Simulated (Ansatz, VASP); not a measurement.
**Two plane-wave programs on Ag**

```
Ag
1.0
    -1.55255    1.55255    1.71598
     1.55255   -1.55255    1.71598
     1.55255    1.55255   -1.71598
Ag
1
Cartesian
  0.0000 0.0000 0.0000
```

Change from the starting cell: strain -0.050 along x and y, +0.050 along z, atoms carried along.

Alike in both runs: task single point; functional r2SCAN; k mesh 26 × 26 × 26; occupations gaussian, width 0.15 eV; no spin polarisation.

|  | VASP | Ansatz |
| --- | --- | --- |
| version | VASP 6.6.1 | Ansatz 0.2.0 |
| potentials or method | VASP PAW PBE potentials, release 64 (Ag), cutoff 520 eV | scalar-relativistic, plane waves, PAW |
| valence electrons in the cell | 11 | 19 |

|  | VASP | Ansatz | Ansatz less VASP |
| --- | --- | --- | --- |
| gap on the k mesh at the Fermi level (eV) | none | none | - |
| pressure (GPa) | 6.1 | 5.9 | -0.23 |
| traceless stress, the component that is largest in VASP (GPa) | 1.05 | 1.03 | -0.020 |

VASP's potentials were made for PBE, not for r2SCAN. A gap of «none» marks a metal or a gap that the smearing closes. VASP's potentials hold 11 valence electrons a cell and Ansatz's 19, so a difference there can come from the potentials and not from the codes.
